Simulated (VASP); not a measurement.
# Hg (Fm-3m) in VASP: single point with PBE

Aim: the single point of Hg with PBE.

All numbers are computed with VASP 6.6.1; they aren't measurements. Logs are shortened: lines on timing, memory, paths and dates and some standing lists are left out, and cuts for length are marked.

### 1 The cell of the first run

It takes space group Fm-3m (No. 225, cubic). The conventional cell has a = 4.395 Å, b = 4.395 Å, c = 4.395 Å, α = 90.00°, β = 90.00°, γ = 90.00°. Within 4.1 Å of Hg (site symmetry m-3m) lie 12 Hg at 3.11 Å.

### 2 Single point, PBE (Mg replaced by Hg, lengths x 0.962, strained)

Input file INCAR:

```
SYSTEM = Hg
PREC = Accurate
ENCUT = 500
EDIFF = 1E-6
ISMEAR = 0
SIGMA = 0.1
LREAL = .False.
LASPH = .True.
NELM = 120
ALGO = Normal
ISIF = 2
LWAVE = .False.
LCHARG = .False.
GGA = PE
NBANDS = 12
GGA_COMPAT = .False.
```

Input file KPOINTS:

```
Automatic mesh
0
Gamma
  8 8 8
  0 0 0
```

Input file POSCAR:

```
Hg
1.0
    0.0000000000      2.1975869352      2.1975869352
    2.1975869352      0.0000000000      2.1975869352
    2.1975869352      2.1975869352      0.0000000000
Hg
1
Direct
    0.0000000000      0.0000000000      0.0000000000
```

Potentials or basis: VASP PAW PBE potentials, release 64 (Hg).

On the command line:

```console
> cat potpaw_PBE.64/Hg/POTCAR > POTCAR
> mpirun -np 1 vasp_std > vasp.out
```

OUTCAR:

```text
SYSTEM = Hg
   PREC = Accurate
   ENCUT = 500
   EDIFF = 1E-6
   ISMEAR = 0
   LREAL = .False.
   LASPH = .True.
   NELM = 120
   ISIF = 2
   GGA = PE

 ion  position               nearest neighbor table
   1  0.000  0.000  0.000-

  LATTYP: Found a face centered cubic cell.
 ALAT       =     4.3951738704

  Lattice vectors:

 A1 = (   0.0000000000,   2.1975869352,   2.1975869352)
 A2 = (   2.1975869352,   0.0000000000,   2.1975869352)
 A3 = (   2.1975869352,   2.1975869352,   0.0000000000)

Analysis of symmetry for initial positions (statically):
=====================================================================
 Subroutine PRICEL returns:
 Original cell was already a primitive cell.

 Routine SETGRP: Setting up the symmetry group for a
 face centered cubic supercell.

 Subroutine GETGRP returns: Found 48 space group operations
 (whereof 48 operations were pure point group operations)
 out of a pool of 48 trial point group operations.

The static configuration has the point symmetry O_h .

Analysis of symmetry for dynamics (positions and initial velocities):
=====================================================================
 Subroutine PRICEL returns:
 Original cell was already a primitive cell.

 Routine SETGRP: Setting up the symmetry group for a
 face centered cubic supercell.

 Subroutine GETGRP returns: Found 48 space group operations
 (whereof 48 operations were pure point group operations)
 out of a pool of 48 trial point group operations.

The dynamic configuration has the point symmetry O_h .

 Subroutine INISYM returns: Found 48 space group operations
 (whereof 48 operations are pure point group operations),
 and found     1 'primitive' translations

----------------------------------------------------------------------------------------

                                     Primitive cell

  volume of cell :      21.2260

  direct lattice vectors                    reciprocal lattice vectors
     0.000000000  2.197586935  2.197586935    -0.227522285  0.227522285  0.227522285
     2.197586935  0.000000000  2.197586935     0.227522285 -0.227522285  0.227522285
     2.197586935  2.197586935  0.000000000     0.227522285  0.227522285 -0.227522285

  length of vectors
     3.107857248  3.107857248  3.107857248     0.394080157  0.394080157  0.394080157

  position of ions in fractional coordinates (direct lattice)
     0.000000000  0.000000000  0.000000000

  ion indices of the primitive-cell ions
   primitive index   ion index
                 1           1

----------------------------------------------------------------------------------------

 KPOINTS: Automatic mesh

Automatic generation of k-mesh.
 Grid dimensions read from file:
 generate k-points for:    8    8    8

 Generating k-lattice:

  Cartesian coordinates                     Fractional coordinates (reciprocal lattice)
    -0.028440286  0.028440286  0.028440286     0.125000000  0.000000000  0.000000000
     0.028440286 -0.028440286  0.028440286     0.000000000  0.125000000  0.000000000
     0.028440286  0.028440286 -0.028440286     0.000000000  0.000000000  0.125000000

  Length of vectors
     0.049260020  0.049260020  0.049260020

  Shift w.r.t. Gamma in fractional coordinates (k-lattice)
     0.000000000  0.000000000  0.000000000

 Subroutine IBZKPT returns following result:
 ===========================================

 Found     29 irreducible k-points:

 Following reciprocal coordinates:
            Coordinates               Weight
  0.000000  0.000000  0.000000      1.000000
  0.125000  0.000000  0.000000      8.000000
  0.250000  0.000000  0.000000      8.000000
  0.375000  0.000000  0.000000      8.000000
  0.500000  0.000000  0.000000      4.000000
  0.125000  0.125000  0.000000      6.000000
[... 16 lines left out ...]
  0.500000  0.250000  0.125000     48.000000
 -0.375000  0.250000  0.125000     24.000000
 [... further k-points ...]
   k-points           NKPTS =     29   k-points in BZ     NKDIM =     29   number of bands    NBANDS=     12
   number of dos      NEDOS =    301   number of ions     NIONS =      1
   total plane-waves  NPLWV =  13824
   dimension x,y,z NGX =    24 NGY =   24 NGZ =   24
   dimension x,y,z NGXF=    48 NGYF=   48 NGZF=   48
   ions per type =               1
   NGX,Y,Z   is equivalent  to a cutoff of  12.84, 12.84, 12.84 a.u.
   NGXF,Y,Z  is equivalent  to a cutoff of  25.68, 25.68, 25.68 a.u.
 SYSTEM =  Hg
   PREC   = accura    normal or accurate (medium, high low for compatibility)
   ISTART =      0    job   : 0-new  1-cont  2-samecut
   ICHARG =      2    charge: 1-file 2-atom 10-const
   ISPIN  =      1    spin polarized calculation?
   LNONCOLLINEAR =      F non collinear calculations
   LSORBIT =      F    spin-orbit coupling
   LASPH  =      T    aspherical Exc in radial PAW
   ENCUT  =  500.0 eV  36.75 Ry    6.06 a.u.   5.67  5.67  5.67*2*pi/ulx,y,z
   NELM   =    120;   NELMIN=  2; NELMDL= -5     # of ELM steps
   EDIFF  = 0.1E-05   stopping-criterion for ELM
   LREAL  =      F    real-space projection
   EDIFFG = 0.1E-04   stopping-criterion for IOM
   NSW    =      0    number of steps for IOM
   IBRION =     -1    ionic relax: 0-MD 1-quasi-New 2-CG
   NFREE  =      0    steps in history (QN), initial steepest desc. (CG)
   ISIF   =      2    stress and relaxation
   ISYM   =      2    0-nonsym 1-usesym 2-fastsym
   POTIM  = 0.5000    time-step for ionic-motion
   TEBEG  =    0.0;   TEEND  =   0.0 temperature during run
   PSTRESS=    0.0 pullay stress
   NELECT =      12.0000    total number of electrons
   NUPDOWN=      -1.0000    fix difference up-down
   EMIN   =  10.00;   EMAX   =-10.00  energy-range for DOS
   EFERMI =   0.00;   METHOD = LEGACY
   ISMEAR =     0;   SIGMA  =   0.10  broadening in eV -4-tet -1-fermi 0-gaus
   EFERMI_NEDOS =   21; number of points for ismear=-14 and -15
   IALGO  =     38    algorithm
   IMIX   =      4    mixing-type and parameters
     AMIX     =   0.40;   BMIX     =  1.00
     AMIX_MAG =   1.60;   BMIX_MAG =  1.00
  volume/ion in A,a.u.               =      21.23       143.24
  Fermi-wavevector in a.u.,A,eV,Ry     =   1.353669  2.558064 24.931588  1.832420
  Thomas-Fermi vector in A             =   2.480905
   LORBIT       =      0    0 simple, 1 ext, 2 COOP (PROOUT), +10 PAW based schemes
   GGA     = PE    functional components
   LHFCALC =     F    Hartree Fock is set to
   AEXX    =    0.0000 exact exchange contribution
   IVDW    =     0    specifies the selected vdW correction
   LEPSILON=     F    determine dielectric tensor
   LRPA    =     F    only Hartree local field effects (RPA)
 non-spin polarized calculation
 Gauss-broadening in eV      SIGMA  =   0.10
  energy-cutoff  :      500.00
  volume of cell :       21.23
 maximum number of plane-waves:       553
   NGX = 11   NGY = 11   NGZ = 11

 number of electron      12.0000000 magnetization

 Free energy of the ion-electron system (eV)
  ---------------------------------------------------
  ext. energy  EPLUGINS =         0.00000000
  ---------------------------------------------------
  free energy    TOTEN  =         0.03329390 eV

  energy without entropy =        0.03852188  energy(sigma->0) =        0.03590789

 E-fermi :   3.6187     XC(G=0): -11.4648

 val. band max:        3.6033181733   @ k =   0.5000   0.1250   0.0000
 cond. band min:       3.6192351023   @ k =  -0.3750   0.2500   0.1250
 fundamental gap:      0.0159169290
 Fermi energy:         3.6187198348

 k-point     1 :       0.0000    0.0000    0.0000
  band No.  band energies     occupation
      1      -6.3178      2.00000
      2      -3.7472      2.00000
      3      -3.7472      2.00000
      4      -3.7472      2.00000
      5      -2.9527      2.00000
      6      -2.9527      2.00000
      7      17.4227      0.00000
      8      19.3189      0.00000
      9      19.3189      0.00000
     10      19.3189      0.00000
     11      23.4663      0.00000
     12      25.0904      0.00000

 k-point     2 :       0.1250    0.0000    0.0000
  band No.  band energies     occupation
      1      -5.8939      2.00000
      2      -3.7936      2.00000
      3      -3.6515      2.00000
      4      -3.6515      2.00000
      5      -2.9725      2.00000
      6      -2.9725      2.00000
      7      15.6892      0.00000
      8      17.8710      0.00000
      9      19.2155      0.00000
     10      19.2155      0.00000
     11      22.9508      0.00000
     12      24.5635      0.00000

 k-point     3 :       0.2500    0.0000    0.0000
  band No.  band energies     occupation
      1      -5.0631      2.00000
      2      -3.5840      2.00000
      3      -3.5840      2.00000
      4      -3.4178      2.00000
      5      -2.8303      2.00000
      6      -2.8303      2.00000
      7      10.7693      0.00000
      8      17.7684      0.00000
      9      18.5788      0.00000
     10      18.5788      0.00000
     11      22.2081      0.00000
     12      23.3755      0.00000
[... 286 lines left out ...]
 k-point    23 :       0.5000    0.2500    0.1250
  band No.  band energies     occupation
      1      -4.3625      2.00000
      2      -3.8988      2.00000
      3      -3.6069      2.00000
      4      -3.0887      2.00000
      5      -2.5021      2.00000
      6       0.1277      2.00000
      7       6.9965      0.00000
      8      11.4796      0.00000
      9      14.1043      0.00000
     10      18.9209      0.00000
     11      22.4594      0.00000
     12      24.5466      0.00000

 k-point    24 :      -0.3750    0.2500    0.1250
  band No.  band energies     occupation
      1      -4.4138      2.00000
      2      -4.0102      2.00000
      3      -3.2444      2.00000
      4      -3.2226      2.00000
      5      -2.3494      2.00000
      6       2.6847      2.00000
      7       3.6192      0.99419
      8      11.5892      0.00000
      9      13.0801      0.00000
     10      18.5598      0.00000
     11      22.9537      0.00000
     12      27.1351      0.00000

 [... further k-points ...]

------------------------ aborting loop because EDIFF is reached ----------------------------------------

  FORCE on cell =-STRESS in cart. coord.  units (eV):
  Direction    XX          YY          ZZ          XY          YZ          ZX
  --------------------------------------------------------------------------------------
  -------------------------------------------------------------------------------------
  Total        1.5294384      1.5294384      1.5294384      0.0000000      0.0000000      0.0000000
  in kB      115.4447990    115.4447990    115.4447990      0.0000000      0.0000000      0.0000000
  external PRESSURE =     115.4447990 kB  Pullay stress =       0.0000000 kB

 VOLUME and BASIS-vectors are now :
 -----------------------------------------------------------------------------
  energy-cutoff  :      500.00
  volume of cell :       21.23
      direct lattice vectors                 reciprocal lattice vectors
     0.000000000  2.197586935  2.197586935    -0.227522285  0.227522285  0.227522285
     2.197586935  0.000000000  2.197586935     0.227522285 -0.227522285  0.227522285
     2.197586935  2.197586935  0.000000000     0.227522285  0.227522285 -0.227522285

 POSITION                                       TOTAL-FORCE (eV/Angst)
 -----------------------------------------------------------------------------------
      0.00000      0.00000      0.00000         0.000000      0.000000      0.000000
 -----------------------------------------------------------------------------------
    total drift:                                0.000000      0.000000      0.000000

  FREE ENERGIE OF THE ION-ELECTRON SYSTEM (eV)
  ---------------------------------------------------
  free  energy   TOTEN  =         0.0332939048 eV

  energy  without entropy=        0.0385218775  energy(sigma->0) =        0.03590789
```

It took 5.8 s on 1 thread of Intel Xeon 8259CL, shared host; peak memory 0.14 GiB.

What came out:

```yaml
Free_energy: 0.0333 eV
Pressure: 11.5 GPa
Band_gap_on_the_k_mesh: zero (bands 6 and 7 overlap by 2.04 eV)
```

Caveat: the cell differs from its parent crystal (Mg replaced by Hg, lengths x 0.962, strained); the cell stands under pressure; spin-orbit coupling is left out, which moves the levels of the heavy elements.
